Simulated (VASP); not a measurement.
Al8As7 (a cell with a defect): single point with PBE

The system is Al8As7 (a cell with a defect).

```xyz
15
Lattice="0.0000 5.6579 5.6579 5.6579 0.0000 5.6579 5.6579 5.6579 0.0000" Properties=species:S:1:pos:R:3 pbc="T T T"
Al   -0.0690    0.0617   -0.0666
Al    2.8207    2.8249    0.0009
Al    2.9071    0.0751    2.9094
Al    5.5894    2.7579    2.8939
Al   -0.0018    2.8270    2.8233
Al    2.8221    5.6508    2.8267
Al    2.8999    2.7501    5.5833
Al    5.6559    5.6474    5.6606
As    1.4134    1.3988    1.4168
As    4.2466    4.2378    1.4132
As    7.0710    4.2405    4.2326
As    1.4113    4.2365    4.2514
As    4.2407    7.0670    4.2427
As    4.2277    4.2390    7.0728
As    7.0697    7.0754    7.0695
```

| Quantity | Value |
| --- | --- |
| Program | VASP 6.6.1 |
| Task | single point |
| Functional | PBE |
| Potentials or basis | VASP PAW PBE potentials, release 64 (Al, As) |
| Cutoff | 520 eV |
| k mesh | 2 × 2 × 2 |
| Occupations | gaussian, width 0.1 eV |
| Spin | no spin polarisation |
| Dipole correction | no |
| Further INCAR settings | LREAL = Auto; ALGO = Normal; EDIFF = 1e-07; NBANDS = 42 |

```yaml
Pressure: 0.6 GPa
Largest_force: 0.013 eV/Å
Band_gap_on_the_k_mesh: zero (an odd number of electrons rules out a gap without spin polarisation)
```

Forces on the atoms (eV/Å):
```
Al  -0.001  0.003 -0.002
Al   0.000  0.004  0.001
Al   0.002  0.004  0.002
Al  -0.001  0.002  0.004
Al   0.003  0.004  0.001
Al  -0.001  0.001 -0.001
Al   0.002  0.000  0.000
Al   0.002  0.001  0.001
As   0.000 -0.002  0.003
As   0.002 -0.005  0.000
As   0.000  0.000 -0.013
As   0.000 -0.007  0.007
As  -0.002 -0.004  0.000
As  -0.004 -0.002  0.001
As  -0.002  0.002 -0.003
```

Levels at points of the mesh, in eV from the Fermi level:
```tsv
k point	band 26	band 27	band 28	band 29	band 30	band 31	band 32	band 33
(0.00, 0.00, 0.00)	-0.78	-0.29	-0.29	-0.29	1.33	1.33	1.62	2.09
(0.50, 0.00, 0.00)	-1.05	-1.02	-0.52	-0.52	0.05	2.04	2.04	2.51
(0.00, 0.50, 0.00)	-1.04	-1.02	-0.52	-0.52	0.05	2.04	2.05	2.51
(0.00, 0.00, 0.50)	-1.04	-1.03	-0.52	-0.52	0.05	2.04	2.05	2.51
(0.50, 0.50, 0.50)	-1.05	-1.02	-0.52	-0.51	0.04	2.04	2.04	2.51
(0.50, 0.50, 0.00)	-1.20	-1.01	-0.86	-0.41	-0.26	1.76	1.76	2.59
(0.00, 0.50, 0.50)	-1.20	-1.01	-0.86	-0.41	-0.26	1.76	1.76	2.59
(0.50, 0.00, 0.50)	-1.20	-1.01	-0.86	-0.41	-0.26	1.76	1.76	2.59
```

Wall time 7.2 min on 1 thread of AMD EPYC 7R13, with other jobs on the host, peak memory 0.46 GiB.

Caveat: the k points lie up to 0.48 Å⁻¹ apart, too coarse for converged energies and pressures of a metal.
